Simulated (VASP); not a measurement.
ZrN, 2 atoms in the cell. It takes space group Fm-3m (No. 225, cubic). The conventional cell has a = 4.589 Å, b = 4.589 Å, c = 4.589 Å, α = 90.00°, β = 90.00°, γ = 90.00°. Zr (site symmetry m-3m) has 6 N at 2.29 Å within 3.0 Å. Within 3.0 Å of N (site symmetry m-3m) lie 6 Zr at 2.29 Å. 

```yaml
Program: VASP 6.6.1
Task: single point
Functional: PBE
Potentials_or_basis: VASP PAW PBE potentials, release 64 (Zr_sv, N)
Cutoff: 600 eV
k_mesh: 8 × 8 × 8
Occupations: tetrahedron
Spin: no spin polarisation
Dipole_correction: no
Further_INCAR_settings: ALGO = Normal; EDIFF = 1e-06; NBANDS = 16
```

Potentials or basis: VASP PAW PBE potentials, release 64 (Zr_sv, N).

Run with:

```sh
$ cat potpaw_PBE.64/Zr_sv/POTCAR potpaw_PBE.64/N/POTCAR > POTCAR
$ mpirun -np 1 vasp_std > vasp.out
```

Hardware: 1 thread of Intel Xeon 8259CL (shared host).

Task: Estimate the wall time of this run.

Result: It took 32 s on 1 thread of Intel Xeon 8259CL (shared host), peak memory 0.16 GiB. Counts: scf iterations 13, k points 29.
